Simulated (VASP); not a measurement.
Wanted: the native input for a VASP 6.6.1 run.

- Task: single point
- Functional: PBE
- Potentials or basis: VASP PAW PBE potentials, release 64 (Mg, Te, O)
- Cutoff: 520 eV
- k mesh: 6 × 6 × 10
- Occupations: gaussian, width 0.1 eV
- Spin: no spin polarisation
- Dipole correction: no
- Further INCAR settings: ALGO = Normal; EDIFF = 1e-06; NBANDS = 21

The structure of Mg3Te2O lies in POSCAR:

```
Mg3Te2O
1.0
    7.1756934109      0.0000000000      0.0000000000
   -3.5878467055      6.2143327836      0.0000000000
    0.0000000000      0.0000000000      3.9656329293
Mg Te O
3 2 1
Direct
    0.5000000000      0.0000000000      0.5000000000
    0.5000000000      0.5000000000      0.5000000000
    0.0000000000      0.5000000000      0.5000000000
    0.3333333333      0.6666666667      0.0000000000
    0.6666666667      0.3333333333      0.0000000000
    0.0000000000      0.0000000000      0.0000000000
```

The cell was built from a structure type or drawn by symmetry, and may not be a known phase.

These files were run (other wordings do the same):

INCAR

```
PREC = Accurate
ENCUT = 520
EDIFF = 1E-6
ISMEAR = 0
SIGMA = 0.1
LREAL = F
LASPH = T
NELM = 100
ALGO = Normal
ISIF = 2
LWAVE = F
LCHARG = F
GGA = PE
NBANDS = 21
```

KPOINTS

```
regular mesh
0
Gamma
  6 6 10
```

Potentials or basis: VASP PAW PBE potentials, release 64 (Mg, Te, O).

Command:

```console
$ cat potpaw_PBE.64/Mg/POTCAR potpaw_PBE.64/Te/POTCAR potpaw_PBE.64/O/POTCAR > POTCAR
$ mpirun -np 1 vasp_std > vasp.out
```

Results of the run:

```json
{
  "Pressure": "0.0 GPa",
  "Band gap on the k mesh": "zero (bands 12 and 13 overlap by 0.18 eV)"
}
```

Caveat: semilocal functionals underestimate gaps, so a narrow gap can read as zero; spin-orbit coupling is left out, which moves the levels of the heavy elements.

Run time: 4.2 min on 1 thread of Intel(R) Xeon(R) Platinum 8259CL CPU @ 2.50GHz (Skylake/Cascade Lake), on a shared host, peak memory 0.38 GiB.
